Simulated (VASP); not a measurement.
Fe: single point with PBE+U

Fe:

```xyz
1
Lattice="-1.4304 1.4304 1.4304 1.4304 -1.4304 1.4304 1.4304 1.4304 -1.4304" Properties=species:S:1:pos:R:3 pbc="T T T"
Fe    0.0000    0.0000    0.0000
```

```yaml
Program: VASP 6.6.1
Task: single point
Functional: PBE
Potentials_or_basis: VASP PAW PBE potentials, release 64 (Fe_sv)
Cutoff: 690 eV
k_mesh: 12 × 12 × 12
Occupations: fermi-dirac, width 0.05 eV
Spin: collinear spin, ferromagnetic start
Starting_moments: "[3.06] μB"
Fixed_moment: 3.06 μB
Hubbard_terms: Fe d U = 5.3 eV
Dipole_correction: no
Further_INCAR_settings: ALGO = Normal; EDIFF = 1e-06; NBANDS = 18
```

```json
{"Pressure": "25.3 GPa", "Net moment": "3.06 μB per cell", "Site moments": "Fe +3.23 μB", "Valence electrons inside the program's atomic spheres": "Fe 13.72"}
```

Eigenvalues of the final occupation matrices:
```csv
site,spin,trace,eigenvalues
site 1 d,1,4.38,0.87 0.87 0.87 0.88 0.88
site 1 d,2,1.12,0.16 0.16 0.27 0.27 0.27
```

It took 30 s on 1 thread of AMD EPYC 9R45 (Zen 5), with other jobs on the host, peak memory 0.13 GiB.

Caveat: the cell stands under pressure; the total moment is fixed, so each spin has its own Fermi level and the state may be an excited one; the U is typed as a test and isn't derived for this compound. The state reached can hang on the start; a lower one may exist.
